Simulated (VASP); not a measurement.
Runs of VASP 6.6.1 on Pb. The structure is that of space group Fm-3m (No. 225), or close to it. The cells are those of the table. 

| task | level | potentials or basis | spin | cell | gap on the mesh (eV) | pressure (GPa) |
| --- | --- | --- | --- | --- | --- | --- |
| electric field gradients | LDA | VASP PAW LDA potentials, release 64 (Pb_d) | non-collinear, zero start, SOC | a = 3.528 Å, angles 60.0°, 1 atom | - | -2.6 |
| electric field gradients | LDA | VASP PAW LDA potentials, release 64 (Pb_d) | off | a = 3.457 Å, angles 60.0°, 1 atom | none | -0.2 |
| single point | PBEsol | VASP PAW PBE potentials, release 64 (Pb_d) | off | a = 3.528 Å, angles 60.0°, 1 atom | none | (b) |
| single point | LDA | VASP PAW LDA potentials, release 64 (Pb_d) | off | a = 3.457 Å, angles 60.0°, 1 atom | none | -0.2 |
| electric field gradients | PBE | VASP PAW PBE potentials, release 64 (Pb_d) | off | a = 3.528 Å, angles 60.0°, 1 atom | none | 1.2 |
| electric field gradients | LDA | VASP PAW LDA potentials, release 64 (Pb_d) | off | a = 3.563 Å, angles 60.0°, 1 atom | none | (a) |
| single point | LDA | VASP PAW LDA potentials, release 64 (Pb_d) | off | a = 3.597 Å, angles 60.0°, 1 atom | none | -4.7 |

Alike in all rows: k mesh 13 × 13 × 13; cutoff (eV) 520; smearing fermi-dirac 0.05 eV.

Q: Estimate the missing entries.

A: (a) -3.9; (b) -1.5.

Caveats: spin-orbit coupling is left out, which moves the levels of the heavy elements (some runs); the PAW data sets were made with another functional, which shifts forces and pressure a little (some runs).

A k mesh can miss the band edges, and rows without SOC leave out spin-orbit coupling on Pb.

A gap of «none» marks levels without a gap at the run's occupations.
